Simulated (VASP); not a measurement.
A run of VASP 6.6.1 is set up as follows.

Contents of INCAR:

```
SYSTEM = MoS2
ALGO = Normal ; EDIFF = 1E-6
EDIFFG = -0.005 ; ENCUT = 600
GGA = PS ; IBRION = 2
ISIF = 3 ; ISMEAR = 0
LASPH = .True. ; LCHARG = .False.
LREAL = .False. ; LWAVE = .False.
NELM = 100 ; NSW = 100
PREC = Accurate ; SIGMA = 0.02
```

Contents of KPOINTS:

```
k-points
0
Gamma
  12 12 4
  0 0 0
```

File POSCAR:

```
MoS2
1.0
    3.1406367625      0.0000000000      0.0000000000
   -1.5703183812      2.7198712203      0.0000000000
    0.0000000000      0.0000000000     12.5226634569
Mo S
2 4
Direct
    0.3333333333      0.6666666667      0.2500000000
    0.6666666667      0.3333333333      0.7500000000
    0.3333333333      0.6666666667      0.6254538963
    0.6666666667      0.3333333333      0.1254538963
    0.3333333333      0.6666666667      0.8745461037
    0.6666666667      0.3333333333      0.3745461037
```

Potentials or basis: VASP PAW PBE potentials, release 64 (Mo_sv, S).

Launch:

```console
$ cat potpaw_PBE.64/Mo_sv/POTCAR potpaw_PBE.64/S/POTCAR > POTCAR
$ mpirun -np 1 vasp_std > vasp.out
```

Question: What does it give for the band gap on the k mesh?

Answer: 0.97 eV (least direct gap 1.74 eV).

Question: Predict the relaxed volume.

Answer: 17.84 Å³/atom.

Question: What does it give for the relaxed cell?

Answer: a = 3.142 Å, b = 3.142 Å, c = 12.522 Å, α = 90.00°, β = 90.00°, γ = 120.00°.

Forces on the atoms (eV/Å):
```
Mo   0.000  0.000  0.000
Mo   0.000  0.000  0.000
S    0.000  0.000  0.004
S    0.000  0.000  0.004
S    0.000  0.000 -0.004
S    0.000  0.000 -0.004
```

Caveat: the PAW data sets were made with another functional, which shifts forces and pressure a little; this functional lacks dispersion, which binds layers or chains, so the pressure and a relaxed spacing across them are unreliable. A k mesh can miss the band edges.
